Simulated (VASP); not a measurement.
Write the native input for VASP 6.6.1 that does the following.

- Task: single point
- Functional: LDA
- Potentials or basis: VASP PAW LDA potentials, release 64 (W_sv)
- Cutoff: 520 eV
- k mesh: 9 × 9 × 1
- Occupations: methfessel-paxton, width 0.1 eV
- Spin: no spin polarisation
- Dipole correction: yes
- Further INCAR settings: ALGO = Normal; EDIFF = 1e-07; NBANDS = 111

The structure of W lies in POSCAR:

```
W
1.0
    4.4335775511      0.0000000003      0.0000000000
    2.2167887753      3.8395907891      0.0000000000
    0.0000000000      0.0000000000     27.7650029630
W
14
Direct
    0.6666666667      0.6666666667      0.2974038286
    0.0000000000      0.0000000000      0.3228639254
    0.3333333333      0.3333333333      0.3479724478
    0.6666666667      0.6666666667      0.3864526880
    0.0000000000      0.0000000000      0.4171973863
    0.3333333333      0.3333333333      0.4508739178
    0.6666666667      0.6666666667      0.4832750698
    0.0000000000      0.0000000000      0.5167249308
    0.3333333333      0.3333333333      0.5491260835
    0.6666666667      0.6666666667      0.5828026133
    0.0000000000      0.0000000000      0.6135473116
    0.3333333333      0.3333333333      0.6520275511
    0.6666666667      0.6666666667      0.6771360737
    0.0000000000      0.0000000000      0.7025961724
```

One way to write it, as run:

INCAR

```
  PREC = Accurate
  ENCUT = 520
  EDIFF = 1E-7
  ISMEAR = 1
  SIGMA = 0.1
  LREAL = False
  LASPH = True
  NELM = 80
  ALGO = Normal
  ISIF = 2
  LWAVE = False
  LCHARG = False
  LDIPOL = True
  IDIPOL = 3
  DIPOL = 0.5 0.5 0.500
  GGA = CA
  NBANDS = 111
```

KPOINTS

```
regular mesh
0
Gamma
  9 9 1
```

Potentials or basis: VASP PAW LDA potentials, release 64 (W_sv).

Command:

```sh
$ cat potpaw_LDA.64/W_sv/POTCAR > POTCAR
$ mpirun -np 1 vasp_std > vasp.out
```

Results of the run:

```json
{"Largest force": "0.198 eV/Å", "Band gap on the k mesh": "zero (bands 98 and 99 overlap by 0.42 eV)"}
```

Caveat: spin-orbit coupling is left out, which moves the levels of the heavy elements.

Run time: 25 min on 1 thread of Intel(R) Xeon(R) Platinum 8488C (Sapphire Rapids), on a shared host, peak memory 0.69 GiB.
